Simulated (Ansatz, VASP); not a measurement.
CoSi4: VASP beside Ansatz

```
Co Si
1.0
     4.12063    0.00000    0.00000
    -2.06032    3.56857    0.00000
     0.00000    0.00000    5.03926
Co Si
1 4
Direct
  0.00000 0.00000 0.50000
  0.33333 0.66667 0.75227
  0.33333 0.66667 0.24773
  0.66667 0.33333 0.24773
  0.66667 0.33333 0.75227
```

Alike in both runs: functional PBE; k mesh 12 × 12 × 8; occupations gaussian, width 0.1 eV; no spin polarisation.

Ansatz relaxed the structure, and its values are those at the end. VASP's run is a single point on that final structure, the one shown.

```csv
,VASP,Ansatz
version,VASP 6.6.1,Ansatz 0.2.0
potentials or method,"VASP PAW PBE potentials, release 64 (Co, Si), cutoff 520 eV","scalar-relativistic, plane waves, PAW"
valence electrons in the cell,25,33
```

|  | VASP | Ansatz | Ansatz less VASP |
| --- | --- | --- | --- |
| gap on the k mesh at the Fermi level (eV) | none | none | - |
| pressure (GPa) | 0.0 | 0.0 | +0.02 |

A gap of «none» marks a metal or a gap that the smearing closes. VASP's potentials hold 25 valence electrons a cell and Ansatz's 33, so a difference there can come from the potentials and not from the codes.
